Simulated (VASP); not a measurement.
# TiO (P4/mmm) in VASP: a series of runs, part 2 of 2

VASP 6.6.1. The steps go on from the part before.

## Step 4: Single point, PBEsol

This run uses another cell than the first one, of the same volume but with other edges.

Input file INCAR:

```
PREC = Accurate ; ENCUT = 520
EDIFF = 1E-6 ; ISMEAR = 0
SIGMA = 0.15 ; LREAL = False
LASPH = True ; NELM = 80
ALGO = Normal ; ISIF = 2
LWAVE = False ; LCHARG = True
GGA = PS ; LELF = True
LVHAR = True ; NBANDS = 36
```

Input file KPOINTS:

```
Automatic mesh
0
Gamma
  14 14 14
```

Input file POSCAR:

```
TiO
1.0
    4.1471877058      0.0000000000      0.0000000000
    0.0000000000      4.1471877058      0.0000000000
    0.0000000000      0.0000000000      3.8154126893
Ti O
3 3
Direct
    0.5000000000      0.5000000000      0.0000000000
    0.0000000000      0.5000000000      0.5000000000
    0.5000000000      0.0000000000      0.5000000000
    0.0000000000      0.5000000000      0.0000000000
    0.5000000000      0.0000000000      0.0000000000
    0.0000000000      0.0000000000      0.5000000000
```

Potentials or basis: VASP PAW PBE potentials, release 64 (Ti_sv, O).

Launch:

```bash
$ cat potpaw_PBE.64/Ti_sv/POTCAR potpaw_PBE.64/O/POTCAR > POTCAR
$ mpirun -np 1 vasp_std > vasp.out
```

OUTCAR:

```text
PREC = Accurate
   ENCUT = 520
   EDIFF = 1E-6
   ISMEAR = 0
   LREAL = False
   LASPH = True
   NELM = 80
   ISIF = 2
   GGA = PS

 ion  position               nearest neighbor table
   1  0.500  0.500  0.000-   4 2.07   5 2.07   5 2.07   4 2.07   2 2.82   3 2.82   3 2.82   2 2.82
                             3 2.82   2 2.82   3 2.82   2 2.82
   2  0.000  0.500  0.500-   4 1.91   4 1.91   6 2.07   6 2.07   1 2.82   1 2.82   1 2.82   1 2.82

   3  0.500  0.000  0.500-   5 1.91   5 1.91   6 2.07   6 2.07   1 2.82   1 2.82   1 2.82   1 2.82

   4  0.000  0.500  0.000-   2 1.91   2 1.91   1 2.07   1 2.07
   5  0.500  0.000  0.000-   3 1.91   3 1.91   1 2.07   1 2.07
   6  0.000  0.000  0.500-   2 2.07   3 2.07   2 2.07   3 2.07

  LATTYP: Found a simple tetragonal cell.
 ALAT       =     4.1471877058
 C/A-ratio  =     0.9200000000

  Lattice vectors:

 A1 = (   4.1471877058,   0.0000000000,   0.0000000000)
 A2 = (   0.0000000000,   4.1471877058,   0.0000000000)
 A3 = (   0.0000000000,   0.0000000000,   3.8154126893)

Analysis of symmetry for initial positions (statically):
=====================================================================
 Subroutine PRICEL returns:
 Original cell was already a primitive cell.

 Routine SETGRP: Setting up the symmetry group for a
 simple tetragonal supercell.

 Subroutine GETGRP returns: Found 16 space group operations
 (whereof 16 operations were pure point group operations)
 out of a pool of 16 trial point group operations.

The static configuration has the point symmetry D_4h.

Analysis of symmetry for dynamics (positions and initial velocities):
=====================================================================
 Subroutine PRICEL returns:
 Original cell was already a primitive cell.

 Routine SETGRP: Setting up the symmetry group for a
 simple tetragonal supercell.

 Subroutine GETGRP returns: Found 16 space group operations
 (whereof 16 operations were pure point group operations)
 out of a pool of 16 trial point group operations.

The dynamic configuration has the point symmetry D_4h.

 Subroutine INISYM returns: Found 16 space group operations
 (whereof 16 operations are pure point group operations),
 and found     1 'primitive' translations

----------------------------------------------------------------------------------------

                                     Primitive cell

  volume of cell :      65.6219

  direct lattice vectors                    reciprocal lattice vectors
     4.147187706  0.000000000  0.000000000     0.241127258  0.000000000  0.000000000
     0.000000000  4.147187706  0.000000000     0.000000000  0.241127258  0.000000000
     0.000000000  0.000000000  3.815412689     0.000000000  0.000000000  0.262094846

  length of vectors
     4.147187706  4.147187706  3.815412689     0.241127258  0.241127258  0.262094846

  position of ions in fractional coordinates (direct lattice)
     0.500000000  0.500000000  0.000000000
     0.000000000  0.500000000  0.500000000
     0.500000000  0.000000000  0.500000000
     0.000000000  0.500000000  0.000000000
     0.500000000  0.000000000  0.000000000
     0.000000000  0.000000000  0.500000000

  ion indices of the primitive-cell ions
   primitive index   ion index
[... 35 lines left out ...]
  0.000000  0.000000  0.000000      1.000000
  0.071429  0.000000  0.000000      4.000000
  0.142857  0.000000  0.000000      4.000000
  0.214286  0.000000  0.000000      4.000000
  0.285714  0.000000  0.000000      4.000000
  0.357143  0.000000  0.000000      4.000000
[... 16 lines left out ...]
  0.285714  0.214286  0.000000      8.000000
  0.357143  0.214286  0.000000      8.000000
 [... further k-points ...]
   k-points           NKPTS =    288   k-points in BZ     NKDIM =    288   number of bands    NBANDS=     36
   number of dos      NEDOS =    301   number of ions     NIONS =      6
   total plane-waves  NPLWV =  28672
   dimension x,y,z NGX =    32 NGY =   32 NGZ =   28
   dimension x,y,z NGXF=    64 NGYF=   64 NGZF=   56
   ions per type =               3   3
   NGX,Y,Z   is equivalent  to a cutoff of  12.83, 12.83, 12.20 a.u.
   NGXF,Y,Z  is equivalent  to a cutoff of  25.66, 25.66, 24.40 a.u.
 SYSTEM =  unknown system
   PREC   = accura    normal or accurate (medium, high low for compatibility)
   ISTART =      0    job   : 0-new  1-cont  2-samecut
   ICHARG =      2    charge: 1-file 2-atom 10-const
   ISPIN  =      1    spin polarized calculation?
   LNONCOLLINEAR =      F non collinear calculations
   LSORBIT =      F    spin-orbit coupling
   LASPH  =      T    aspherical Exc in radial PAW
   ENCUT  =  520.0 eV  38.22 Ry    6.18 a.u.   7.71  7.71  7.09*2*pi/ulx,y,z
   NELM   =     80;   NELMIN=  2; NELMDL= -5     # of ELM steps
   EDIFF  = 0.1E-05   stopping-criterion for ELM
   LREAL  =      F    real-space projection
   EDIFFG = 0.1E-04   stopping-criterion for IOM
   NSW    =      0    number of steps for IOM
   IBRION =     -1    ionic relax: 0-MD 1-quasi-New 2-CG
   NFREE  =      0    steps in history (QN), initial steepest desc. (CG)
   ISIF   =      2    stress and relaxation
   ISYM   =      2    0-nonsym 1-usesym 2-fastsym
   POTIM  = 0.5000    time-step for ionic-motion
   TEBEG  =    0.0;   TEEND  =   0.0 temperature during run
   PSTRESS=    0.0 pullay stress
   NELECT =      54.0000    total number of electrons
   NUPDOWN=      -1.0000    fix difference up-down
   EMIN   =  10.00;   EMAX   =-10.00  energy-range for DOS
   EFERMI =   0.00;   METHOD = LEGACY
   ISMEAR =     0;   SIGMA  =   0.15  broadening in eV -4-tet -1-fermi 0-gaus
   EFERMI_NEDOS =   21; number of points for ismear=-14 and -15
   IALGO  =     38    algorithm
   IMIX   =      4    mixing-type and parameters
     AMIX     =   0.40;   BMIX     =  1.00
     AMIX_MAG =   1.60;   BMIX_MAG =  1.00
  volume/ion in A,a.u.               =      10.94        73.81
  Fermi-wavevector in a.u.,A,eV,Ry     =   1.534110  2.899047 32.021215  2.353493
  Thomas-Fermi vector in A             =   2.641083
   LORBIT       =      0    0 simple, 1 ext, 2 COOP (PROOUT), +10 PAW based schemes
   GGA     = PS    functional components
   LHFCALC =     F    Hartree Fock is set to
   AEXX    =    0.0000 exact exchange contribution
   IVDW    =     0    specifies the selected vdW correction
   LEPSILON=     F    determine dielectric tensor
   LRPA    =     F    only Hartree local field effects (RPA)
 non-spin polarized calculation
 Gauss-broadening in eV      SIGMA  =   0.15
  energy-cutoff  :      520.00
  volume of cell :       65.62
 maximum number of plane-waves:      1800
 NGX is ok and might be reduce to    32

 number of electron      54.0000028 magnetization

 Free energy of the ion-electron system (eV)
  ---------------------------------------------------
  ext. energy  EPLUGINS =         0.00000000
  ---------------------------------------------------
  free energy    TOTEN  =       -55.82304756 eV

  energy without entropy =      -55.78440007  energy(sigma->0) =      -55.80372381

 E-fermi :   8.3339     XC(G=0): -12.2513

 val. band max:        8.3326016010   @ k =   0.3571   0.0000   0.2143
 cond. band min:       8.3339507247   @ k =   0.0714   0.0000   0.3571
 fundamental gap:      0.0013491237
 Fermi energy:         8.3339171124

 k-point     1 :       0.0000    0.0000    0.0000
  band No.  band energies     occupation
      1     -48.5715      2.00000
      2     -48.4335      2.00000
      3     -48.3709      2.00000
      4     -25.2701      2.00000
      5     -25.1929      2.00000
      6     -25.1929      2.00000
[... 925 lines left out ...]
     35      11.4247      0.00000
     36      11.6578      0.00000

 [... further k-points ...]

------------------------ aborting loop because EDIFF is reached ----------------------------------------

  FORCE on cell =-STRESS in cart. coord.  units (eV):
  Direction    XX          YY          ZZ          XY          YZ          ZX
  --------------------------------------------------------------------------------------
  -------------------------------------------------------------------------------------
  Total       -1.6548871     -1.6548871      7.2331480      0.0000000      0.0000000     -0.0000000
  in kB      -40.4045294    -40.4045294    176.5993200      0.0000000      0.0000000     -0.0000000
  external PRESSURE =      31.9300871 kB  Pullay stress =       0.0000000 kB

 VOLUME and BASIS-vectors are now :
 -----------------------------------------------------------------------------
  energy-cutoff  :      520.00
  volume of cell :       65.62
      direct lattice vectors                 reciprocal lattice vectors
     4.147187706  0.000000000  0.000000000     0.241127258  0.000000000  0.000000000
     0.000000000  4.147187706  0.000000000     0.000000000  0.241127258  0.000000000
     0.000000000  0.000000000  3.815412689     0.000000000  0.000000000  0.262094846

 POSITION                                       TOTAL-FORCE (eV/Angst)
 -----------------------------------------------------------------------------------
      2.07359      2.07359      0.00000         0.000000      0.000000      0.000000
      0.00000      2.07359      1.90771         0.000000      0.000000      0.000000
      2.07359      0.00000      1.90771         0.000000      0.000000      0.000000
      0.00000      2.07359      0.00000         0.000000      0.000000      0.000000
      2.07359      0.00000      0.00000         0.000000      0.000000      0.000000
      0.00000      0.00000      1.90771         0.000000      0.000000      0.000000
 -----------------------------------------------------------------------------------
    total drift:                                0.000000     -0.000000     -0.000000

  FREE ENERGIE OF THE ION-ELECTRON SYSTEM (eV)
  ---------------------------------------------------
  free  energy   TOTEN  =       -55.8230475552 eV

  energy  without entropy=      -55.7844000706  energy(sigma->0) =      -55.80372381
```

Wall time 13 min (1 thread of Oxide Virtual Turin-like, shared host); peak memory 0.53 GiB.

Results:

```yaml
Free_energy: -55.8230 eV
Pressure: 3.2 GPa
Band_gap_on_the_k_mesh: zero (band 27 reaches 8.85 eV, above the bottom of band 28 at 6.79 eV)
```

Stress tensor (GPa, compression positive):
```
-4.04  0.00  0.00
 0.00 -4.04  0.00
 0.00  0.00 17.66
```

Caveat: the PAW data sets were made with another functional, which shifts forces and pressure a little; semilocal functionals often make such compounds metallic where correlation or magnetic order opens a gap, which also shifts bond lengths.

## Step 5: Single point, PBEsol

This run uses another cell than the first one, of the same volume but with other edges.

Input file INCAR:

```
  ALGO = Normal
  EDIFF = 1E-6
  ENCUT = 520
  GGA = PS
  ISIF = 2
  ISMEAR = 0
  LASPH = T
  LCHARG = F
  LREAL = F
  LWAVE = F
  NBANDS = 36
  NELM = 100
  PREC = Accurate
  SIGMA = 0.15
```

Input file KPOINTS:

```
k-points
0
Gamma
  14 14 14
```

Edit POSCAR of step 4 so:

```diff
@@ -2,5 +2,5 @@
 1.0
-    4.1471877058      0.0000000000      0.0000000000
-    0.0000000000      4.1471877058      0.0000000000
-    0.0000000000      0.0000000000      3.8154126893
+    3.9073778159      0.0000000000      0.0000000000
+    0.0000000000      3.9073778159      0.0000000000
+    0.0000000000      0.0000000000      4.2981155975
 Ti O
```

Launch:

```bash
$ cat potpaw_PBE.64/Ti_sv/POTCAR potpaw_PBE.64/O/POTCAR > POTCAR
$ mpirun -np 1 vasp_std > vasp.out
```

It took 9.9 min on 1 thread of Oxide Virtual Turin-like, shared host; peak memory 0.53 GiB.

Results (log left out):

```yaml
Free_energy: -55.7743 eV
Pressure: 3.7 GPa
Band_gap_on_the_k_mesh: zero (band 27 reaches 8.92 eV, above the bottom of band 28 at 6.81 eV)
```

Stress tensor (GPa, compression positive):
```
 10.89   0.00   0.00
  0.00  10.89   0.00
  0.00   0.00 -10.59
```

Levels at points of the mesh, in eV from the Fermi level:
```csv
k point,band 23,band 24,band 25,band 26,band 27,band 28,band 29,band 30,band 31,band 32
"(0.00, 0.00, 0.00)",-3.45,-2.75,-2.75,-1.67,-1.55,-1.55,1.26,1.44,1.44,1.58
"(0.50, 0.00, 0.00)",-3.92,-3.89,-2.64,-1.00,0.34,0.34,0.67,1.57,1.91,1.99
"(0.50, 0.50, 0.00)",-5.16,-2.06,-1.24,-1.08,0.02,0.02,2.16,2.24,2.45,2.45
"(0.00, 0.00, 0.50)",-3.09,-3.09,-2.74,-1.45,0.54,0.54,0.91,0.96,1.01,1.01
"(0.50, 0.00, 0.50)",-4.35,-2.83,-1.36,-0.64,-0.60,0.62,1.62,1.68,1.81,2.19
"(0.50, 0.50, 0.50)",-3.81,-2.32,-1.36,-0.33,-0.33,0.64,2.66,2.68,2.86,2.86
```

Caveat: the PAW data sets were made with another functional, which shifts forces and pressure a little; semilocal functionals often make such compounds metallic where correlation or magnetic order opens a gap, which also shifts bond lengths.

## Step 6: Single point, PBEsol

This run uses another cell than the first one, of the same volume but with other edges.

Input file INCAR:

```
  PREC = Accurate
  ENCUT = 520
  EDIFF = 1E-6
  ISMEAR = 0
  SIGMA = 0.15
  LREAL = False
  LASPH = True
  NELM = 80
  ALGO = Normal
  ISIF = 2
  LWAVE = False
  LCHARG = False
  GGA = PS
  NBANDS = 36
```

Input file KPOINTS:

```
regular mesh
0
Gamma
  14 14 14
```

Edit POSCAR of step 5 so:

```diff
@@ -2,5 +2,5 @@
 1.0
-    3.9073778159      0.0000000000      0.0000000000
-    0.0000000000      3.9073778159      0.0000000000
-    0.0000000000      0.0000000000      4.2981155975
+    4.5276880486      0.0000000000      0.0000000000
+    0.0000000000      4.5276880486      0.0000000000
+    0.0000000000      0.0000000000      3.2010754503
 Ti O
```

Potentials or basis: VASP PAW PBE potentials, release 64 (Ti_sv, O).

Launch:

```bash
$ cat potpaw_PBE.64/Ti_sv/POTCAR potpaw_PBE.64/O/POTCAR > POTCAR
$ mpirun -np 1 vasp_std > vasp.out
```

It took 7.7 min on 1 thread of Oxide Virtual Turin-like, shared host; peak memory 0.53 GiB.

It converged, with:

* Free energy: -47.5252 eV
* Pressure: 61.0 GPa
* Band gap on the k mesh: zero (band 27 reaches 9.39 eV, above the bottom of band 28 at 7.34 eV)

Stress tensor (GPa, compression positive):
```
-19.65   0.00   0.00
  0.00 -19.65   0.00
  0.00   0.00 222.21
```

Levels at points of the mesh, in eV from the Fermi level:
| k point | band 24 | band 25 | band 26 | band 27 | band 28 | band 29 | band 30 | band 31 |
| --- | --- | --- | --- | --- | --- | --- | --- | --- |
| (0.00, 0.00, 0.00) | -2.07 | -1.78 | -0.97 | -0.80 | -0.80 | 0.31 | 1.12 | 1.46 |
| (0.50, 0.00, 0.00) | -2.18 | -1.42 | -0.67 | 0.38 | 0.48 | 0.66 | 0.85 | 1.03 |
| (0.50, 0.50, 0.00) | -2.01 | -1.40 | -0.17 | -0.17 | 0.35 | 1.38 | 1.42 | 1.74 |
| (0.00, 0.00, 0.50) | -2.70 | -1.89 | -0.05 | 0.05 | 0.05 | 0.46 | 1.42 | 2.35 |
| (0.50, 0.00, 0.50) | -1.93 | -1.61 | -0.93 | -0.62 | 1.06 | 1.80 | 2.07 | 2.43 |
| (0.50, 0.50, 0.50) | -1.65 | -1.65 | -1.48 | 1.25 | 1.53 | 2.71 | 2.71 | 2.75 |

Caveat: the PAW data sets were made with another functional, which shifts forces and pressure a little; semilocal functionals often make such compounds metallic where correlation or magnetic order opens a gap, which also shifts bond lengths.

## Step 7: Single point, PBEsol

This run uses another cell than the first one, of the same volume but with other edges.

Input file INCAR:

```
SYSTEM = TiO
  PREC = Accurate
  ENCUT = 520
  EDIFF = 1E-6
  ISMEAR = 0
  SIGMA = 0.15
  LREAL = .FALSE.
  LASPH = .TRUE.
  NELM = 100
  ALGO = Normal
  ISIF = 2
  LWAVE = .FALSE.
  LCHARG = .TRUE.
  GGA = PS
  LELF = .TRUE.
  LVHAR = .TRUE.
  NBANDS = 36
```

Input file KPOINTS:

```
regular mesh
0
G
  14 14 14
  0 0 0
```

Edit POSCAR of step 6 so:

```diff
@@ -2,5 +2,5 @@
 1.0
-    4.5276880486      0.0000000000      0.0000000000
-    0.0000000000      4.5276880486      0.0000000000
-    0.0000000000      0.0000000000      3.2010754503
+    3.5936283856      0.0000000000      0.0000000000
+    0.0000000000      3.5936283856      0.0000000000
+    0.0000000000      0.0000000000      5.0813905373
 Ti O
```

Launch:

```bash
$ cat potpaw_PBE.64/Ti_sv/POTCAR potpaw_PBE.64/O/POTCAR > POTCAR
$ mpirun -np 1 vasp_std > vasp.out
```

It took 9.8 min on 1 thread of Oxide Virtual Turin-like, shared host; peak memory 0.54 GiB.

Results (log left out):

```yaml
Free_energy: -51.5497 eV
Pressure: 43.7 GPa
Band_gap_on_the_k_mesh: zero (band 27 reaches 8.96 eV, above the bottom of band 28 at 7.10 eV)
```

Stress tensor (GPa, compression positive):
```
 77.51   0.00   0.00
  0.00  77.51   0.00
  0.00   0.00 -24.01
```

Levels at points of the mesh, in eV from the Fermi level:
| k point | band 23 | band 24 | band 25 | band 26 | band 27 | band 28 | band 29 | band 30 | band 31 | band 32 |
| --- | --- | --- | --- | --- | --- | --- | --- | --- | --- | --- |
| (0.00, 0.00, 0.00) | -3.48 | -2.34 | -1.79 | -1.79 | -1.28 | -1.28 | -0.51 | 1.43 | 1.65 | 1.65 |
| (0.50, 0.00, 0.00) | -3.55 | -2.82 | -2.59 | -0.17 | -0.01 | 0.19 | 0.48 | 0.88 | 1.25 | 2.12 |
| (0.50, 0.50, 0.00) | -5.39 | -1.86 | -0.95 | -0.80 | -0.04 | -0.04 | 1.55 | 1.55 | 2.66 | 3.01 |
| (0.00, 0.00, 0.50) | -3.10 | -2.32 | -1.84 | -1.84 | -0.22 | -0.22 | 0.00 | 0.94 | 0.94 | 1.38 |
| (0.50, 0.00, 0.50) | -3.23 | -2.89 | -1.59 | -1.36 | -0.18 | 0.75 | 1.21 | 1.53 | 1.83 | 2.67 |
| (0.50, 0.50, 0.50) | -5.88 | -2.49 | -0.98 | 0.01 | 0.01 | 0.96 | 2.73 | 3.04 | 3.04 | 3.07 |

Caveat: the PAW data sets were made with another functional, which shifts forces and pressure a little; semilocal functionals often make such compounds metallic where correlation or magnetic order opens a gap, which also shifts bond lengths.

## Step 8: Summary

| cell | gap on the mesh (eV) | pressure (GPa) |
| --- | --- | --- |
| a = 4.382, b = 4.382, c = 3.418 Å, 6 atoms | none | 29.3 |
| a = 3.696, b = 3.696, c = 4.804 Å, 6 atoms | none | 25.6 |
| a = 4.147, b = 4.147, c = 3.815 Å, 6 atoms | none | 3.2 |
| a = 3.907, b = 3.907, c = 4.298 Å, 6 atoms | none | 3.7 |
| a = 4.528, b = 4.528, c = 3.201 Å, 6 atoms | none | 61.0 |
| a = 3.594, b = 3.594, c = 5.081 Å, 6 atoms | none | 43.7 |

Alike in all rows: task single point; level PBEsol; potentials or basis VASP PAW PBE potentials, release 64 (Ti_sv, O); no spin polarisation; k mesh 14 × 14 × 14; cutoff (eV) 520; smearing gaussian 0.15 eV.

Caveats: the PAW data sets were made with another functional, which shifts forces and pressure a little; semilocal functionals often make such compounds metallic where correlation or magnetic order opens a gap, which also shifts bond lengths.

Absolute energies hang on the potentials; compare differences alone.
